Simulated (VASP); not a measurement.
# AlN (F-43m) in VASP: a series of runs

Runs on AlN. Level: PBEsol+D4. Tasks: single point.

Program: VASP 6.6.1. These are calculated values, not measurements. Logs are shortened: lines on timing, memory, paths and dates and some standing lists are left out, and cuts for length are marked.

**1. The cell of the first run**

Symmetry: F-43m, No. 216, cubic system. Conventional cell: a = 4.339 Å, b = 4.339 Å, c = 4.339 Å, α = 90.00°, β = 90.00°, γ = 90.00°. Al (site symmetry -43m) has 4 N at 1.88 Å within 2.5 Å. N (site symmetry -43m) has 4 Al at 1.88 Å within 2.5 Å.

**2. Single point, PBEsol+D4**

The input, INCAR:

```
PREC = Accurate
ENCUT = 520
EDIFF = 1E-7
ISMEAR = -1
SIGMA = 0.05
LREAL = False
LASPH = True
NELM = 60
ALGO = Normal
ISIF = 2
LWAVE = False
LCHARG = False
GGA = PS
IVDW = 13
NBANDS = 11
```

The input, KPOINTS:

```
regular mesh
0
Gamma
  10 10 10
```

The input, POSCAR:

```
AlN
1.0
    0.0000000000      2.1693354430      2.1693354430
    2.1693354430      0.0000000000      2.1693354430
    2.1693354430      2.1693354430      0.0000000000
Al N
1 1
Direct
    0.0000000000      0.0000000000      0.0000000000
    0.2500000000      0.2500000000      0.2500000000
```

Potentials or basis: VASP PAW PBE potentials, release 64 (Al, N).

On the command line:

```sh
cat potpaw_PBE.64/Al/POTCAR potpaw_PBE.64/N/POTCAR > POTCAR
mpirun -np 1 vasp_std > vasp.out
```

OUTCAR:

```text
PREC = Accurate
   ENCUT = 520
   EDIFF = 1E-7
   ISMEAR = -1
   LREAL = False
   LASPH = True
   NELM = 60
   ISIF = 2
   GGA = PS
   IVDW = 13

 ion  position               nearest neighbor table
   1  0.000  0.000  0.000-   2 1.88   2 1.88   2 1.88   2 1.88
   2  0.250  0.250  0.250-   1 1.88   1 1.88   1 1.88   1 1.88

  LATTYP: Found a face centered cubic cell.
 ALAT       =     4.3386708860

  Lattice vectors:

 A1 = (   0.0000000000,   2.1693354430,   2.1693354430)
 A2 = (   2.1693354430,   0.0000000000,   2.1693354430)
 A3 = (   2.1693354430,   2.1693354430,   0.0000000000)

Analysis of symmetry for initial positions (statically):
=====================================================================
 Subroutine PRICEL returns:
 Original cell was already a primitive cell.

 Routine SETGRP: Setting up the symmetry group for a
 face centered cubic supercell.

 Subroutine GETGRP returns: Found 24 space group operations
 (whereof 24 operations were pure point group operations)
 out of a pool of 48 trial point group operations.

The static configuration has the point symmetry T_d .

Analysis of symmetry for dynamics (positions and initial velocities):
=====================================================================
 Subroutine PRICEL returns:
 Original cell was already a primitive cell.

 Routine SETGRP: Setting up the symmetry group for a
 face centered cubic supercell.

 Subroutine GETGRP returns: Found 24 space group operations
 (whereof 24 operations were pure point group operations)
 out of a pool of 48 trial point group operations.

The dynamic configuration has the point symmetry T_d .

 Subroutine INISYM returns: Found 24 space group operations
 (whereof 24 operations are pure point group operations),
 and found     1 'primitive' translations

----------------------------------------------------------------------------------------

                                     Primitive cell

  volume of cell :      20.4179

  direct lattice vectors                    reciprocal lattice vectors
     0.000000000  2.169335443  2.169335443    -0.230485332  0.230485332  0.230485332
     2.169335443  0.000000000  2.169335443     0.230485332 -0.230485332  0.230485332
     2.169335443  2.169335443  0.000000000     0.230485332  0.230485332 -0.230485332

  length of vectors
     3.067903605  3.067903605  3.067903605     0.399212306  0.399212306  0.399212306

  position of ions in fractional coordinates (direct lattice)
     0.000000000  0.000000000  0.000000000
     0.250000000  0.250000000  0.250000000

  ion indices of the primitive-cell ions
   primitive index   ion index
                 1           1
                 2           2

----------------------------------------------------------------------------------------

 KPOINTS: regular mesh

Automatic generation of k-mesh.
 Grid dimensions read from file:
 generate k-points for:   10   10   10

 Generating k-lattice:

  Cartesian coordinates                     Fractional coordinates (reciprocal lattice)
    -0.023048533  0.023048533  0.023048533     0.100000000  0.000000000  0.000000000
     0.023048533 -0.023048533  0.023048533     0.000000000  0.100000000  0.000000000
     0.023048533  0.023048533 -0.023048533     0.000000000  0.000000000  0.100000000

  Length of vectors
     0.039921231  0.039921231  0.039921231

  Shift w.r.t. Gamma in fractional coordinates (k-lattice)
     0.000000000  0.000000000  0.000000000

 Subroutine IBZKPT returns following result:
 ===========================================

 Found     47 irreducible k-points:

 Following reciprocal coordinates:
            Coordinates               Weight
  0.000000  0.000000  0.000000      1.000000
  0.100000  0.000000  0.000000      8.000000
  0.200000  0.000000  0.000000      8.000000
  0.300000  0.000000  0.000000      8.000000
  0.400000  0.000000  0.000000      8.000000
  0.500000  0.000000  0.000000      4.000000
[... 16 lines left out ...]
  0.300000  0.300000  0.000000      6.000000
  0.400000  0.300000  0.000000     24.000000
 [... further k-points ...]
   k-points           NKPTS =     47   k-points in BZ     NKDIM =     47   number of bands    NBANDS=     11
   number of dos      NEDOS =    301   number of ions     NIONS =      2
   total plane-waves  NPLWV =  13824
   dimension x,y,z NGX =    24 NGY =   24 NGZ =   24
   dimension x,y,z NGXF=    48 NGYF=   48 NGZF=   48
   ions per type =               1   1
   NGX,Y,Z   is equivalent  to a cutoff of  13.01, 13.01, 13.01 a.u.
   NGXF,Y,Z  is equivalent  to a cutoff of  26.01, 26.01, 26.01 a.u.
 SYSTEM =  unknown system
   PREC   = accura    normal or accurate (medium, high low for compatibility)
   ISTART =      0    job   : 0-new  1-cont  2-samecut
   ICHARG =      2    charge: 1-file 2-atom 10-const
   ISPIN  =      1    spin polarized calculation?
   LNONCOLLINEAR =      F non collinear calculations
   LSORBIT =      F    spin-orbit coupling
   LASPH  =      T    aspherical Exc in radial PAW
   ENCUT  =  520.0 eV  38.22 Ry    6.18 a.u.   5.70  5.70  5.70*2*pi/ulx,y,z
   NELM   =     60;   NELMIN=  2; NELMDL= -5     # of ELM steps
   EDIFF  = 0.1E-06   stopping-criterion for ELM
   LREAL  =      F    real-space projection
   EDIFFG = 0.1E-05   stopping-criterion for IOM
   NSW    =      0    number of steps for IOM
   IBRION =     -1    ionic relax: 0-MD 1-quasi-New 2-CG
   NFREE  =      0    steps in history (QN), initial steepest desc. (CG)
   ISIF   =      2    stress and relaxation
   ISYM   =      2    0-nonsym 1-usesym 2-fastsym
   POTIM  = 0.5000    time-step for ionic-motion
   TEBEG  =    0.0;   TEEND  =   0.0 temperature during run
   PSTRESS=    0.0 pullay stress
   NELECT =       8.0000    total number of electrons
   NUPDOWN=      -1.0000    fix difference up-down
   EMIN   =  10.00;   EMAX   =-10.00  energy-range for DOS
   EFERMI =   0.00;   METHOD = LEGACY
   ISMEAR =    -1;   SIGMA  =   0.05  broadening in eV -4-tet -1-fermi 0-gaus
   EFERMI_NEDOS =   21; number of points for ismear=-14 and -15
   IALGO  =     38    algorithm
   IMIX   =      4    mixing-type and parameters
     AMIX     =   0.40;   BMIX     =  1.00
     AMIX_MAG =   1.60;   BMIX_MAG =  1.00
  volume/ion in A,a.u.               =      10.21        68.89
  Fermi-wavevector in a.u.,A,eV,Ry     =   1.197939  2.263777 19.525154  1.435058
  Thomas-Fermi vector in A             =   2.333841
   LORBIT       =      0    0 simple, 1 ext, 2 COOP (PROOUT), +10 PAW based schemes
   GGA     = PS    functional components
   LHFCALC =     F    Hartree Fock is set to
   AEXX    =    0.0000 exact exchange contribution
   IVDW    =    13    specifies the selected vdW correction
   LEPSILON=     F    determine dielectric tensor
   LRPA    =     F    only Hartree local field effects (RPA)
 non-spin polarized calculation
  energy-cutoff  :      520.00
  volume of cell :       20.42
 maximum number of plane-waves:       568
   NGX = 11   NGY = 11   NGZ = 11

 number of electron       7.9999999 magnetization

 Free energy of the ion-electron system (eV)
  ---------------------------------------------------
  ext. energy  EPLUGINS =         0.00000000
  ---------------------------------------------------
  free energy    TOTEN  =       -15.60144011 eV

  energy without entropy =      -15.60144011  energy(sigma->0) =      -15.60144011

 E-fermi :   7.1374     XC(G=0): -11.2179

 val. band max:        6.0704783208   @ k =   0.0000   0.0000   0.0000
 cond. band min:       9.2664202865   @ k =   0.5000   0.5000   0.0000
 fundamental gap:      3.1959419657
 Fermi energy:         7.1374260040

 k-point     1 :       0.0000    0.0000    0.0000
  band No.  band energies     occupation
      1      -9.0066      2.00000
      2       6.0705      2.00000
      3       6.0705      2.00000
      4       6.0705      2.00000
      5      10.3824      0.00000
      6      18.7385      0.00000
      7      18.7385      0.00000
      8      18.7385      0.00000
      9      23.8191      0.00000
     10      23.8191      0.00000
     11      25.2119      0.00000

 k-point     2 :       0.1000    0.0000    0.0000
  band No.  band energies     occupation
      1      -8.8550      2.00000
      2       5.2499      2.00000
      3       6.0184      2.00000
      4       6.0184      2.00000
      5      11.0408      0.00000
      6      18.3465      0.00000
      7      18.8751      0.00000
      8      18.8751      0.00000
      9      22.5283      0.00000
     10      22.5283      0.00000
     11      24.3940      0.00000

 k-point     3 :       0.2000    0.0000    0.0000
  band No.  band energies     occupation
      1      -8.4226      2.00000
      2       3.6159      2.00000
      3       5.8884      2.00000
      4       5.8884      2.00000
      5      12.1597      0.00000
      6      17.5354      0.00000
      7      18.7816      0.00000
      8      18.7816      0.00000
      9      22.0062      0.00000
     10      22.0062      0.00000
     11      23.5316      0.00000

 k-point     4 :       0.3000    0.0000    0.0000
  band No.  band energies     occupation
      1      -7.7913      2.00000
      2       1.9290      2.00000
      3       5.7396      2.00000
      4       5.7396      2.00000
      5      12.9912      0.00000
      6      16.7571      0.00000
      7      18.0766      0.00000
      8      18.0766      0.00000
      9      23.1120      0.00000
     10      23.1120      0.00000
     11      23.3774      0.00000
[... 239 lines left out ...]
 k-point    22 :      -0.2000    0.2000    0.0000
  band No.  band energies     occupation
      1      -7.5839      2.00000
      2       2.2442      2.00000
      3       4.3385      2.00000
      4       5.8168      2.00000
      5      13.7064      0.00000
      6      16.0721      0.00000
      7      17.5678      0.00000
      8      18.6130      0.00000
      9      21.1060      0.00000
     10      24.6434      0.00000
     11      27.5298      0.00000

 k-point    23 :       0.3000    0.3000    0.0000
  band No.  band energies     occupation
      1      -7.3998      2.00000
      2       2.5040      2.00000
      3       4.8045      2.00000
      4       4.8045      2.00000
      5      11.3551      0.00000
      6      15.7815      0.00000
      7      18.0923      0.00000
      8      20.7052      0.00000
      9      20.7052      0.00000
     10      26.5500      0.00000
     11      30.0782      0.00000

 k-point    24 :       0.4000    0.3000    0.0000
  band No.  band energies     occupation
      1      -6.9130      2.00000
      2       1.8478      2.00000
      3       4.3292      2.00000
      4       4.6382      2.00000
      5      10.9134      0.00000
      6      15.6097      0.00000
      7      18.4914      0.00000
      8      20.7793      0.00000
      9      21.3038      0.00000
     10      27.5002      0.00000
     11      29.8771      0.00000

 [... further k-points ...]

------------------------ aborting loop because EDIFF is reached ----------------------------------------

  DFT-D4 for vdW energy calculation

  Edisp (eV):   -0.35570

  FORCE on cell =-STRESS in cart. coord.  units (eV):
  Direction    XX          YY          ZZ          XY          YZ          ZX
  --------------------------------------------------------------------------------------
  -------------------------------------------------------------------------------------
  Total       0.37587     0.37587     0.37587     0.00000     0.00000     0.00000
  in kB      29.49452    29.49452    29.49452     0.00000     0.00000     0.00000
  external pressure =       29.49 kB  Pullay stress =        0.00 kB

 VOLUME and BASIS-vectors are now :
 -----------------------------------------------------------------------------
  energy-cutoff  :      520.00
  volume of cell :       20.42
      direct lattice vectors                 reciprocal lattice vectors
     0.000000000  2.169335443  2.169335443    -0.230485332  0.230485332  0.230485332
     2.169335443  0.000000000  2.169335443     0.230485332 -0.230485332  0.230485332
     2.169335443  2.169335443  0.000000000     0.230485332  0.230485332 -0.230485332

 POSITION                                       TOTAL-FORCE (eV/Angst)
 -----------------------------------------------------------------------------------
      0.00000      0.00000      0.00000        -0.000000      0.000000     -0.000000
      1.08467      1.08467      1.08467         0.000000     -0.000000      0.000000
 -----------------------------------------------------------------------------------
    total drift:                                0.000000      0.000000      0.000000

  FREE ENERGIE OF THE ION-ELECTRON SYSTEM (eV)
  ---------------------------------------------------
  free  energy   TOTEN  =       -15.9571387267 eV

  energy  without entropy=      -15.9571387266  energy(sigma->0) =      -15.95713873
```

It took 14 s on 1 thread of Intel Xeon 8259CL, shared host; peak memory 0.14 GiB.

What came out:

```
Free energy                : -15.9571 eV
Pressure                   : 2.9 GPa
Band gap on the k mesh     : 3.20 eV, indirect (least direct gap 4.31 eV)
Dispersion energy per atom : -0.178 eV
```

Caveat: the PAW data sets were made with another functional, which shifts forces and pressure a little. A k mesh can miss the band edges.

**3. Single point, PBEsol+D4**

This run uses another cell than the first one, of 10.42 Å³/atom, 1.020 times its volume.

The input, INCAR:

```
PREC = Accurate ; ENCUT = 520
EDIFF = 1E-6 ; ISMEAR = -1
SIGMA = 0.05 ; LREAL = F
LASPH = T ; NELM = 60
ALGO = Normal ; ISIF = 2
LWAVE = F ; LCHARG = T
GGA = PS ; IVDW = 13
LELF = T ; LVHAR = T
NBANDS = 11
```

The input, KPOINTS:

```
Automatic mesh
0
Gamma
  10 10 10
```

The input, POSCAR:

```
AlN
1.0
    0.0000000000      2.1839935596      2.1839935596
    2.1839935596      0.0000000000      2.1839935596
    2.1839935596      2.1839935596      0.0000000000
Al N
1 1
Direct
    0.0000000000      0.0000000000      0.0000000000
    0.2500000000      0.2500000000      0.2500000000
```

Potentials or basis: VASP PAW PBE potentials, release 64 (Al, N).

On the command line:

```sh
cat potpaw_PBE.64/Al/POTCAR potpaw_PBE.64/N/POTCAR > POTCAR
mpirun -np 1 vasp_std > vasp.out
```

OUTCAR:

```text
PREC = Accurate
   ENCUT = 520
   EDIFF = 1E-6
   ISMEAR = -1
   LREAL = F
   LASPH = T
   NELM = 60
   ISIF = 2
   GGA = PS
   IVDW = 13

 ion  position               nearest neighbor table
   1  0.000  0.000  0.000-   2 1.89   2 1.89   2 1.89   2 1.89
   2  0.250  0.250  0.250-   1 1.89   1 1.89   1 1.89   1 1.89

  LATTYP: Found a face centered cubic cell.
 ALAT       =     4.3679871192

  Lattice vectors:

 A1 = (   0.0000000000,   2.1839935596,   2.1839935596)
 A2 = (   2.1839935596,   0.0000000000,   2.1839935596)
 A3 = (   2.1839935596,   2.1839935596,   0.0000000000)

Analysis of symmetry for initial positions (statically):
=====================================================================
 Subroutine PRICEL returns:
 Original cell was already a primitive cell.

 Routine SETGRP: Setting up the symmetry group for a
 face centered cubic supercell.

 Subroutine GETGRP returns: Found 24 space group operations
 (whereof 24 operations were pure point group operations)
 out of a pool of 48 trial point group operations.

The static configuration has the point symmetry T_d .

Analysis of symmetry for dynamics (positions and initial velocities):
[... 169 lines left out ...]
      3       5.8782      2.00000
      4       5.8782      2.00000
      5      10.0110      0.00000
      6      18.3469      0.00000
      7      18.3469      0.00000
      8      18.3469      0.00000
      9      23.4655      0.00000
     10      23.4655      0.00000
     11      24.8179      0.00000
[... 309 lines left out ...]
 k-point    24 :       0.4000    0.3000    0.0000
  band No.  band energies     occupation
      1      -7.0424      2.00000
      2       1.6971      2.00000
      3       4.1584      2.00000
      4       4.4626      2.00000
      5      10.6774      0.00000
      6      15.2859      0.00000
      7      18.0521      0.00000
      8      20.3655      0.00000
      9      20.8735      0.00000
     10      27.0755      0.00000
     11      29.3397      0.00000

 [... further k-points ...]

------------------------ aborting loop because EDIFF is reached ----------------------------------------

  DFT-D4 for vdW energy calculation

  Edisp (eV):   -0.34830

  FORCE on cell =-STRESS in cart. coord.  units (eV):
  Direction    XX          YY          ZZ          XY          YZ          ZX
  --------------------------------------------------------------------------------------
  -------------------------------------------------------------------------------------
  Total      -0.16843    -0.16843    -0.16843    -0.00000    -0.00000    -0.00000
  in kB     -12.95213   -12.95213   -12.95213    -0.00000    -0.00000    -0.00000
  external pressure =      -12.95 kB  Pullay stress =        0.00 kB

 VOLUME and BASIS-vectors are now :
 -----------------------------------------------------------------------------
  energy-cutoff  :      520.00
  volume of cell :       20.83
      direct lattice vectors                 reciprocal lattice vectors
     0.000000000  2.183993560  2.183993560    -0.228938404  0.228938404  0.228938404
     2.183993560  0.000000000  2.183993560     0.228938404 -0.228938404  0.228938404
     2.183993560  2.183993560  0.000000000     0.228938404  0.228938404 -0.228938404

 POSITION                                       TOTAL-FORCE (eV/Angst)
 -----------------------------------------------------------------------------------
      0.00000      0.00000      0.00000         0.000000      0.000000      0.000000
      1.09200      1.09200      1.09200        -0.000000     -0.000000     -0.000000
 -----------------------------------------------------------------------------------
    total drift:                                0.000000      0.000000      0.000000

  FREE ENERGIE OF THE ION-ELECTRON SYSTEM (eV)
  ---------------------------------------------------
  free  energy   TOTEN  =       -15.9590267184 eV

  energy  without entropy=      -15.9590267184  energy(sigma->0) =      -15.95902672
```

stdout:

```text
POSCAR found type information on POSCAR AlN
 POSCAR found :  2 types and       2 ions
 scaLAPACK will be used
 -----------------------------------------------------------------------------
|                                                                             |
|                                                                             |
|     You enforced a specific xc type in the INCAR file but a different       |
|     I HOPE YOU KNOW WHAT YOU ARE DOING!                                     |
|                                                                             |
 -----------------------------------------------------------------------------

 LDA part: xc-table for (Slater+PW92), standard interpolation
 POSCAR, INCAR and KPOINTS ok, starting setup
 FFT: planning ... GRIDC
 FFT: planning ... GRID_SOFT
 FFT: planning ... GRID
 WAVECAR not read
 entering main loop
```

Run time: 15 s. Hardware: 1 thread of Intel Xeon 8259CL, shared host; peak memory 0.14 GiB.

Results:

```
Free energy                : -15.9590 eV
Pressure                   : -1.3 GPa
Band gap on the k mesh     : 3.19 eV, indirect (least direct gap 4.13 eV)
Dispersion energy per atom : -0.174 eV
```

Caveat: the PAW data sets were made with another functional, which shifts forces and pressure a little. A k mesh can miss the band edges.
